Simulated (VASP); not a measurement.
# Ti (I4_1/amd) in VASP: a series of runs, part 2 of 2

VASP 6.6.1. The steps go on from the part before.

## Step 3: Relaxation of cell and atoms, PBEsol

This run uses another cell than the first one, of 17.47 Å³/atom.

File INCAR:

```
PREC = Accurate ; ENCUT = 600
EDIFF = 1E-7 ; ISMEAR = 0
SIGMA = 0.1 ; LREAL = F
LASPH = T ; NELM = 60
ALGO = Fast ; ISIF = 3
LWAVE = F ; LCHARG = F
GGA = PS ; IBRION = 2
NSW = 90 ; EDIFFG = -0.04
```

File KPOINTS:

```
Automatic mesh
0
Gamma
  8 8 8
```

File POSCAR:

```
Ti
1.0
   -2.5205487218      2.5205487218      1.3750058557
    2.5205487218     -2.5205487218      1.3750058557
    2.5205487218      2.5205487218     -1.3750058557
Ti
2
Direct
    0.0000000000      0.0000000000      0.0000000000
    0.7500000000      0.2500000000      0.5000000000
```

Potentials or basis: VASP PAW PBE potentials, release 64 (Ti_sv).

Command:

```bash
> cat potpaw_PBE.64/Ti_sv/POTCAR > POTCAR
> mpirun -np 1 vasp_std > vasp.out
```

OUTCAR:

```text
PREC = Accurate
   ENCUT = 600
   EDIFF = 1E-7
   ISMEAR = 0
   LREAL = F
   LASPH = T
   NELM = 60
   ISIF = 3
   GGA = PS
   IBRION = 2
   NSW = 90
   EDIFFG = -0.04

 ion  position               nearest neighbor table
   1  0.000  0.000  0.000-   2 2.61   2 2.61   2 2.61   2 2.61
   2  0.750  0.250  0.500-   1 2.61   1 2.61   1 2.61   1 2.61

  LATTYP: Found a body centered tetragonal cell.
 ALAT       =     5.0410974436
 C/A-ratio  =     0.5455184595

  Lattice vectors:

 A1 = (  -2.5205487218,   2.5205487218,   1.3750058557)
 A2 = (   2.5205487218,  -2.5205487218,   1.3750058557)
 A3 = (   2.5205487218,   2.5205487218,  -1.3750058557)

Analysis of symmetry for initial positions (statically):
=====================================================================
 Subroutine PRICEL returns:
 Original cell was already a primitive cell.

 Routine SETGRP: Setting up the symmetry group for a
 body centered tetragonal supercell.

 Subroutine GETGRP returns: Found 16 space group operations
 (whereof  8 operations were pure point group operations)
[... 247 lines left out ...]
  -------------------------------------------------------------------------------------
  Total       -0.0929125     -0.0929125      0.5204099      0.0000000      0.0000000      0.0000000
  in kB       -4.4920734     -4.4920734     25.1604491      0.0000000      0.0000000      0.0000000
  external PRESSURE =       5.3921008 kB  Pullay stress =       0.0000000 kB
[... 59 lines left out ...]
--------------------------------------- Ionic step        5  -------------------------------------------

 number of electron      24.0000004 magnetization

 Free energy of the ion-electron system (eV)
  ---------------------------------------------------
  ext. energy  EPLUGINS =         0.00000000
  ---------------------------------------------------
  free energy    TOTEN  =       -15.84870833 eV

  energy without entropy =      -15.83513874  energy(sigma->0) =      -15.84192353

 E-fermi :   8.3464     XC(G=0): -11.8051

 val. band max:        8.3416979227   @ k =   0.3750   0.0000   0.0000
 cond. band min:       8.3617401289   @ k =   0.3750   0.1250   0.0000
 fundamental gap:      0.0200422061
 Fermi energy:         8.3464131569

 k-point     1 :       0.0000    0.0000    0.0000
  band No.  band energies     occupation
      1     -47.9027      2.00000
      2     -47.5192      2.00000
      3     -24.5816      2.00000
      4     -24.5816      2.00000
      5     -23.7633      2.00000
      6     -23.7473      2.00000
[... 433 lines left out ...]
      3     -24.5654      2.00000
      4     -24.4003      2.00000
      5     -24.3209      2.00000
      6     -23.9785      2.00000
[... 8 lines left out ...]
     15      10.2528      0.00000
     16      11.4740      0.00000

 [... further k-points ...]

------------------------ aborting loop because EDIFF is reached ----------------------------------------

  FORCE on cell =-STRESS in cart. coord.  units (eV):
  Direction    XX          YY          ZZ          XY          YZ          ZX
  --------------------------------------------------------------------------------------
  -------------------------------------------------------------------------------------
  Total        0.0303538      0.0303538      0.0164370      0.0000000      0.0000000     -0.0000000
  in kB        1.4650802      1.4650802      0.7933598      0.0000000      0.0000000     -0.0000000
  external PRESSURE =       1.2411734 kB  Pullay stress =       0.0000000 kB
[... 17 lines left out ...]
  FREE ENERGIE OF THE ION-ELECTRON SYSTEM (eV)
  ---------------------------------------------------
  free  energy   TOTEN  =       -15.8487083256 eV

  energy  without entropy=      -15.8351387386  energy(sigma->0) =      -15.84192353

 reached required accuracy - stopping structural energy minimisation
```

OSZICAR:

```text
N       E                     dE             d eps       ncg     rms          rms(c)
DAV:   1     0.259550671816E+03    0.25955E+03   -0.14451E+04  1888   0.205E+03
DAV:   2     0.690699050922E+01   -0.25264E+03   -0.25131E+03  1912   0.518E+02
DAV:   3    -0.169412267283E+02   -0.23848E+02   -0.23624E+02  3752   0.136E+02
[... 229 lines left out ...]
RMM:  19    -0.158487078466E+02   -0.24755E-06   -0.26948E-06  1669   0.764E-03    0.134E-03
RMM:  20    -0.158487080217E+02   -0.17515E-06   -0.19966E-06  1485   0.656E-03    0.131E-03
RMM:  21    -0.158487081438E+02   -0.12201E-06   -0.14890E-06  1416   0.580E-03    0.112E-03
RMM:  22    -0.158487082423E+02   -0.98497E-07   -0.12549E-06  1682   0.555E-03    0.625E-04
RMM:  23    -0.158487083256E+02   -0.83383E-07   -0.93431E-07  1291   0.478E-03
   5 F= -.15848708E+02 E0= -.15841924E+02  d E =-.506533E-02
```

CONTCAR:

```text
Ti
   1.00000000000000
    -2.4465914360437901    2.4465914360437901    1.3863716854648089
     2.4465914360437901   -2.4465914360437901    1.3863716854648089
     2.4465914360437901    2.4465914360437901   -1.3863716854648089
  Ti
     2
Direct
     0.0000000000000000    0.0000000000000000    0.0000000000000000
     0.7500000000000000    0.2500000000000000    0.5000000000000000

  0.00000000E+00  0.00000000E+00  0.00000000E+00
  0.00000000E+00  0.00000000E+00  0.00000000E+00
```

Wall time 5.8 min (1 thread of AMD EPYC 9R45 (Zen 5), shared host); peak memory 0.18 GiB.

Results:

* Free energy: -15.8487 eV
* Relaxed volume: 16.60 Å³/atom
* Relaxed cell: a = 3.727 Å, b = 3.727 Å, c = 3.727 Å, α = 97.95°, β = 97.95°, γ = 136.33°
* Space group after relaxing (to 0.1 Å): I4_1/amd (No. 141)
* Energy gained by relaxing: 16.9 meV/atom
* Ionic steps: 5
* Pressure after relaxing: 0.1 GPa
* Band gap on the k mesh: zero (bands 12 and 13 overlap by 0.59 eV)

The path:
```tsv
step	energy change (eV)	largest force (eV/Å)	pressure (GPa)	volume (Å³)
1	0.0000	0.0000	-4.41	34.94
2	-0.0254	0.0000	2.15	32.56
3	-0.0287	0.0000	0.54	33.14
4	-0.0331	0.0000	0.25	33.18
5	-0.0337	0.0000	0.12	33.19
```

Final structure:
```cif
data_structure
_symmetry_space_group_name_H-M 'P 1'
_symmetry_Int_Tables_number 1
_cell_length_a 3.7274
_cell_length_b 3.7274
_cell_length_c 3.7274
_cell_angle_alpha 97.952
_cell_angle_beta 97.952
_cell_angle_gamma 136.330
_cell_volume 33.19
loop_
_atom_site_label
_atom_site_type_symbol
_atom_site_fract_x
_atom_site_fract_y
_atom_site_fract_z
_atom_site_occupancy
Ti1 Ti 0.00000 0.00000 0.00000 1
Ti2 Ti 0.75000 0.25000 0.50000 1
```

Levels at points of the mesh, in eV from the Fermi level:
```
           k point  band 9  band 10  band 11  band 12  band 13  band 14  band 15  band 16
(0.00, 0.00, 0.00)   -5.84    -2.77    -0.89    -0.42     0.33     2.58     2.58     2.63
(0.50, 0.00, 0.00)   -2.27    -2.04    -0.95    -0.14     1.04     1.37     1.59     2.86
(0.50, 0.50, 0.00)   -2.90    -2.90    -0.40    -0.40     0.64     0.64     2.15     2.15
(0.50, 0.50, 0.50)   -1.98    -1.98     0.24     0.24     0.49     0.49     2.38     2.38
```

Caveat: the PAW data sets were made with another functional, which shifts forces and pressure a little.
